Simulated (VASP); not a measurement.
# ScAsS (P4/mmm) in VASP: single point with PBE

Aim: the single point of ScAsS with PBE.

Everything below comes from runs of VASP 6.6.1. Logs are shortened: lines on timing, memory, paths and dates and some standing lists are left out, and cuts for length are marked.

### Step 1. The cell of the first run

The structure is tetragonal, space group P4/mmm (No. 123). The conventional cell has a = 5.150 Å, b = 5.150 Å, c = 5.637 Å, α = 90.00°, β = 90.00°, γ = 90.00°. Within 3.7 Å of Sc (site symmetry 4/mmm) lie 2 S at 2.82 Å. As (site symmetry 4/mmm) has 4 S at 3.64 Å and 8 Sc at 4.61 Å within 4.8 Å. Within 3.7 Å of S (site symmetry 4/mmm) lie 2 Sc at 2.82 Å and 4 As at 3.64 Å.

The cell was built from a structure type or drawn by symmetry, and may not be a known phase.

### Step 2. Single point, PBE

File INCAR:

```
SYSTEM = ScAsS
ALGO = Normal
EDIFF = 1E-6
ENCUT = 520
GGA = PE
ISIF = 2
ISMEAR = 0
LASPH = .True.
LCHARG = .True.
LELF = .True.
LREAL = .False.
LVHAR = .True.
LWAVE = .False.
NBANDS = 18
NELM = 80
PREC = Accurate
SIGMA = 0.1
```

File KPOINTS:

```
k-points
0
Gamma
  4 4 4
  0 0 0
```

File POSCAR:

```
ScAsS
1.0
    5.1504723400      0.0000000000      0.0000000000
    0.0000000000      5.1504723400      0.0000000000
    0.0000000000      0.0000000000      5.6373283800
Sc As S
1 1 1
Direct
    0.0000000000      0.0000000000      0.0000000000
    0.5000000000      0.5000000000      0.5000000000
    0.0000000000      0.0000000000      0.5000000000
```

Potentials or basis: VASP PAW PBE potentials, release 64 (Sc_sv, As, S).

Started as:

```
cat potpaw_PBE.64/Sc_sv/POTCAR potpaw_PBE.64/As/POTCAR potpaw_PBE.64/S/POTCAR > POTCAR
mpirun -np 1 vasp_std > vasp.out
```

OUTCAR:

```text
SYSTEM = ScAsS
   EDIFF = 1E-6
   ENCUT = 520
   GGA = PE
   ISIF = 2
   ISMEAR = 0
   LASPH = .True.
   LREAL = .False.
   NELM = 80
   PREC = Accurate

 ion  position               nearest neighbor table
   1  0.000  0.000  0.000-   3 2.82   3 2.82
   2  0.500  0.500  0.500-
   3  0.000  0.000  0.500-   1 2.82   1 2.82

  LATTYP: Found a simple tetragonal cell.
 ALAT       =     5.1504723400
 C/A-ratio  =     1.0945264838

  Lattice vectors:

 A1 = (   5.1504723400,   0.0000000000,   0.0000000000)
 A2 = (   0.0000000000,   5.1504723400,   0.0000000000)
 A3 = (   0.0000000000,   0.0000000000,   5.6373283800)

Analysis of symmetry for initial positions (statically):
=====================================================================
 Subroutine PRICEL returns:
 Original cell was already a primitive cell.

 Routine SETGRP: Setting up the symmetry group for a
 simple tetragonal supercell.

 Subroutine GETGRP returns: Found 16 space group operations
 (whereof 16 operations were pure point group operations)
 out of a pool of 16 trial point group operations.

The static configuration has the point symmetry D_4h.

Analysis of symmetry for dynamics (positions and initial velocities):
=====================================================================
 Subroutine PRICEL returns:
 Original cell was already a primitive cell.

 Routine SETGRP: Setting up the symmetry group for a
 simple tetragonal supercell.

 Subroutine GETGRP returns: Found 16 space group operations
 (whereof 16 operations were pure point group operations)
 out of a pool of 16 trial point group operations.

The dynamic configuration has the point symmetry D_4h.

 Subroutine INISYM returns: Found 16 space group operations
 (whereof 16 operations are pure point group operations),
 and found     1 'primitive' translations

----------------------------------------------------------------------------------------

                                     Primitive cell

  volume of cell :     149.5435

  direct lattice vectors                    reciprocal lattice vectors
     5.150472340  0.000000000  0.000000000     0.194156950  0.000000000  0.000000000
     0.000000000  5.150472340  0.000000000     0.000000000  0.194156950  0.000000000
     0.000000000  0.000000000  5.637328380     0.000000000  0.000000000  0.177388992

  length of vectors
     5.150472340  5.150472340  5.637328380     0.194156950  0.194156950  0.177388992

  position of ions in fractional coordinates (direct lattice)
     0.000000000  0.000000000  0.000000000
     0.500000000  0.500000000  0.500000000
     0.000000000  0.000000000  0.500000000

  ion indices of the primitive-cell ions
   primitive index   ion index
                 1           1
                 2           2
                 3           3

----------------------------------------------------------------------------------------

 KPOINTS: k-points

Automatic generation of k-mesh.
 Grid dimensions read from file:
 generate k-points for:    4    4    4

 Generating k-lattice:

  Cartesian coordinates                     Fractional coordinates (reciprocal lattice)
     0.048539237  0.000000000  0.000000000     0.250000000  0.000000000  0.000000000
     0.000000000  0.048539237  0.000000000     0.000000000  0.250000000  0.000000000
     0.000000000  0.000000000  0.044347248     0.000000000  0.000000000  0.250000000

  Length of vectors
     0.048539237  0.048539237  0.044347248

  Shift w.r.t. Gamma in fractional coordinates (k-lattice)
     0.000000000  0.000000000  0.000000000

 Subroutine IBZKPT returns following result:
 ===========================================

 Found     18 irreducible k-points:

 Following reciprocal coordinates:
            Coordinates               Weight
  0.000000  0.000000  0.000000      1.000000
  0.250000  0.000000  0.000000      4.000000
  0.500000  0.000000  0.000000      2.000000
  0.250000  0.250000  0.000000      4.000000
  0.500000  0.250000  0.000000      4.000000
  0.500000  0.500000  0.000000      1.000000
[... 10 lines left out ...]
  0.500000  0.250000  0.500000      4.000000
  0.500000  0.500000  0.500000      1.000000
   k-points           NKPTS =     18   k-points in BZ     NKDIM =     18   number of bands    NBANDS=     18
   number of dos      NEDOS =    301   number of ions     NIONS =      3
   total plane-waves  NPLWV =  67200
   dimension x,y,z NGX =    40 NGY =   40 NGZ =   42
   dimension x,y,z NGXF=    80 NGYF=   80 NGZF=   84
   ions per type =               1   1   1
   NGX,Y,Z   is equivalent  to a cutoff of  12.91, 12.91, 12.39 a.u.
   NGXF,Y,Z  is equivalent  to a cutoff of  25.82, 25.82, 24.77 a.u.
 SYSTEM =  ScAsS
   PREC   = accura    normal or accurate (medium, high low for compatibility)
   ISTART =      0    job   : 0-new  1-cont  2-samecut
   ICHARG =      2    charge: 1-file 2-atom 10-const
   ISPIN  =      1    spin polarized calculation?
   LNONCOLLINEAR =      F non collinear calculations
   LSORBIT =      F    spin-orbit coupling
   LASPH  =      T    aspherical Exc in radial PAW
   ENCUT  =  520.0 eV  38.22 Ry    6.18 a.u.   9.58  9.58 10.48*2*pi/ulx,y,z
   NELM   =     80;   NELMIN=  2; NELMDL= -5     # of ELM steps
   EDIFF  = 0.1E-05   stopping-criterion for ELM
   LREAL  =      F    real-space projection
   EDIFFG = 0.1E-04   stopping-criterion for IOM
   NSW    =      0    number of steps for IOM
   IBRION =     -1    ionic relax: 0-MD 1-quasi-New 2-CG
   NFREE  =      0    steps in history (QN), initial steepest desc. (CG)
   ISIF   =      2    stress and relaxation
   ISYM   =      2    0-nonsym 1-usesym 2-fastsym
   POTIM  = 0.5000    time-step for ionic-motion
   TEBEG  =    0.0;   TEEND  =   0.0 temperature during run
   PSTRESS=    0.0 pullay stress
   NELECT =      22.0000    total number of electrons
   NUPDOWN=      -1.0000    fix difference up-down
   EMIN   =  10.00;   EMAX   =-10.00  energy-range for DOS
   EFERMI =   0.00;   METHOD = LEGACY
   ISMEAR =     0;   SIGMA  =   0.10  broadening in eV -4-tet -1-fermi 0-gaus
   EFERMI_NEDOS =   21; number of points for ismear=-14 and -15
   IALGO  =     38    algorithm
   IMIX   =      4    mixing-type and parameters
     AMIX     =   0.40;   BMIX     =  1.00
     AMIX_MAG =   1.60;   BMIX_MAG =  1.00
  volume/ion in A,a.u.               =      49.85       336.39
  Fermi-wavevector in a.u.,A,eV,Ry     =   0.864224  1.633147 10.161974  0.746884
  Thomas-Fermi vector in A             =   1.982290
   LORBIT       =      0    0 simple, 1 ext, 2 COOP (PROOUT), +10 PAW based schemes
   GGA     = PE    functional components
   LHFCALC =     F    Hartree Fock is set to
   AEXX    =    0.0000 exact exchange contribution
   IVDW    =     0    specifies the selected vdW correction
   LEPSILON=     F    determine dielectric tensor
   LRPA    =     F    only Hartree local field effects (RPA)
 non-spin polarized calculation
 Gauss-broadening in eV      SIGMA  =   0.10
  energy-cutoff  :      520.00
  volume of cell :      149.54
 maximum number of plane-waves:      4065
 NGX is ok and might be reduce to    40
   NGX = 19   NGY = 19   NGZ = 21

 number of electron      22.0000000 magnetization

 Free energy of the ion-electron system (eV)
  ---------------------------------------------------
  ext. energy  EPLUGINS =         0.00000000
  ---------------------------------------------------
  free energy    TOTEN  =       -11.75525206 eV

  energy without entropy =      -11.72698775  energy(sigma->0) =      -11.74111990

 E-fermi :  -0.2023     XC(G=0):  -6.6856

 val. band max:       -0.2516814684   @ k =   0.0000   0.0000   0.0000
 cond. band min:      -0.2021042483   @ k =   0.2500   0.0000   0.5000
 fundamental gap:      0.0495772201
 Fermi energy:        -0.2022766241

 k-point     1 :       0.0000    0.0000    0.0000
  band No.  band energies     occupation
      1     -51.8831      2.00000
      2     -30.5503      2.00000
      3     -30.5503      2.00000
      4     -30.2521      2.00000
      5     -12.1170      2.00000
      6      -9.6633      2.00000
[... 10 lines left out ...]
     17       0.4538      0.00000
     18       0.8648      0.00000

 k-point     2 :       0.2500    0.0000    0.0000
  band No.  band energies     occupation
      1     -51.8831      2.00000
      2     -30.5506      2.00000
      3     -30.5503      2.00000
      4     -30.2521      2.00000
      5     -12.0830      2.00000
      6      -9.7135      2.00000
[... 10 lines left out ...]
     17       0.3516      0.00000
     18       0.9513      0.00000

 k-point     3 :       0.5000    0.0000    0.0000
  band No.  band energies     occupation
      1     -51.8831      2.00000
      2     -30.5508      2.00000
      3     -30.5502      2.00000
      4     -30.2521      2.00000
      5     -12.0475      2.00000
      6      -9.7655      2.00000
[... 10 lines left out ...]
     17       0.4816      0.00000
     18       1.3650      0.00000

 k-point     4 :       0.2500    0.2500    0.0000
  band No.  band energies     occupation
      1     -51.8831      2.00000
      2     -30.5505      2.00000
      3     -30.5505      2.00000
      4     -30.2521      2.00000
      5     -12.0597      2.00000
      6      -9.7250      2.00000
[... 249 lines left out ...]
      4     -30.2532      2.00000
      5     -11.9595      2.00000
      6      -9.7077      2.00000
[... 10 lines left out ...]
     17       0.9471      0.00000
     18       2.6862      0.00000

 k-point    17 :       0.5000    0.2500    0.5000
  band No.  band energies     occupation
      1     -51.8831      2.00000
      2     -30.5508      2.00000
      3     -30.5505      2.00000
      4     -30.2532      2.00000
      5     -11.9352      2.00000
      6      -9.7214      2.00000
[... 10 lines left out ...]
     17       0.8598      0.00000
     18       2.3574      0.00000

 k-point    18 :       0.5000    0.5000    0.5000
  band No.  band energies     occupation
      1     -51.8831      2.00000
      2     -30.5507      2.00000
      3     -30.5507      2.00000
      4     -30.2532      2.00000
      5     -11.9235      2.00000
      6      -9.6929      2.00000
[... 10 lines left out ...]
     17       0.9876      0.00000
     18       1.8034      0.00000

------------------------ aborting loop because EDIFF is reached ----------------------------------------

  FORCE on cell =-STRESS in cart. coord.  units (eV):
  Direction    XX          YY          ZZ          XY          YZ          ZX
  --------------------------------------------------------------------------------------
  -------------------------------------------------------------------------------------
  Total       -5.3018030     -5.3018030    -13.4496783      0.0000000      0.0000000      0.0000000
  in kB      -56.8024036    -56.8024036   -144.0970288      0.0000000      0.0000000      0.0000000
  external PRESSURE =     -85.9006120 kB  Pullay stress =       0.0000000 kB

 VOLUME and BASIS-vectors are now :
 -----------------------------------------------------------------------------
  energy-cutoff  :      520.00
  volume of cell :      149.54
      direct lattice vectors                 reciprocal lattice vectors
     5.150472340  0.000000000  0.000000000     0.194156950  0.000000000  0.000000000
     0.000000000  5.150472340  0.000000000     0.000000000  0.194156950  0.000000000
     0.000000000  0.000000000  5.637328380     0.000000000  0.000000000  0.177388992

 POSITION                                       TOTAL-FORCE (eV/Angst)
 -----------------------------------------------------------------------------------
      0.00000      0.00000      0.00000         0.000000      0.000000      0.000000
      2.57524      2.57524      2.81866         0.000000      0.000000      0.000000
      0.00000      0.00000      2.81866         0.000000      0.000000      0.000000
 -----------------------------------------------------------------------------------
    total drift:                               -0.000000      0.000000     -0.000000

  FREE ENERGIE OF THE ION-ELECTRON SYSTEM (eV)
  ---------------------------------------------------
  free  energy   TOTEN  =       -11.7552520570 eV

  energy  without entropy=      -11.7269877461  energy(sigma->0) =      -11.74111990
```

Run time: 1.8 min. Hardware: 1 thread of AMD EPYC 7R13, shared host; peak memory 0.23 GiB.

Results:

| Property | Result |
| --- | --- |
| Free energy | -11.7553 eV |
| Pressure | -8.6 GPa |
| Band gap on the k mesh | zero (bands 11 and 12 overlap by 0.77 eV) |

Stress tensor (GPa, compression positive):
```
 -5.68   0.00   0.00
  0.00  -5.68   0.00
  0.00   0.00 -14.41
```

Levels at points of the mesh, in eV from the Fermi level:
```csv
k point,band 9,band 10,band 11,band 12,band 13,band 14
"(0.00, 0.00, 0.00)",-2.07,-0.47,-0.05,0.03,0.33,0.40
"(0.50, 0.00, 0.00)",-1.65,-0.99,-0.45,-0.35,0.30,0.41
"(0.50, 0.50, 0.00)",-2.53,-0.06,0.11,0.28,0.28,0.42
"(0.00, 0.00, 0.50)",-2.22,-1.24,0.06,0.34,0.52,0.52
"(0.50, 0.00, 0.50)",-1.88,-0.91,-0.52,-0.12,-0.08,0.25
"(0.50, 0.50, 0.50)",-2.75,-0.81,0.42,0.59,0.60,0.60
```

Caveat: the cell stands under tension.
